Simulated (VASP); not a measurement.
Here is a VASP 6.6.1 calculation.

INCAR

```
  PREC = Accurate
  ENCUT = 520
  EDIFF = 1E-6
  ISMEAR = -1
  SIGMA = 0.05
  LREAL = F
  LASPH = T
  NELM = 100
  ALGO = Normal
  ISIF = 2
  LWAVE = F
  LCHARG = F
  GGA = PS
  NBANDS = 23
```

File KPOINTS:

```
regular mesh
0
Gamma
  10 10 5
```

POSCAR

```
HfN
1.0
    3.0916382024      0.0000000000      0.0000000000
   -1.5458191012      2.6774372226      0.0000000000
    0.0000000000      0.0000000000      5.3338946976
Hf N
2 2
Direct
    0.3333333333      0.6666666667      0.2500000000
    0.6666666667      0.3333333333      0.7500000000
    0.0000000000      0.0000000000      0.5000000000
    0.0000000000      0.0000000000      0.0000000000
```

Potentials or basis: VASP PAW PBE potentials, release 64 (Hf_pv, N).

Command:

```console
$ cat potpaw_PBE.64/Hf_pv/POTCAR potpaw_PBE.64/N/POTCAR > POTCAR
$ mpirun -np 1 vasp_std > vasp.out
```

(1) Predict the band gap on the k mesh.

(2) What does it give for the pressure?

Answers

(1) zero (bands 15 and 16 overlap by 1.82 eV).

(2) 7.9 GPa.

Caveat: the cell stands under pressure; the PAW data sets were made with another functional, which shifts forces and pressure a little; spin-orbit coupling is left out, which moves the levels of the heavy elements.
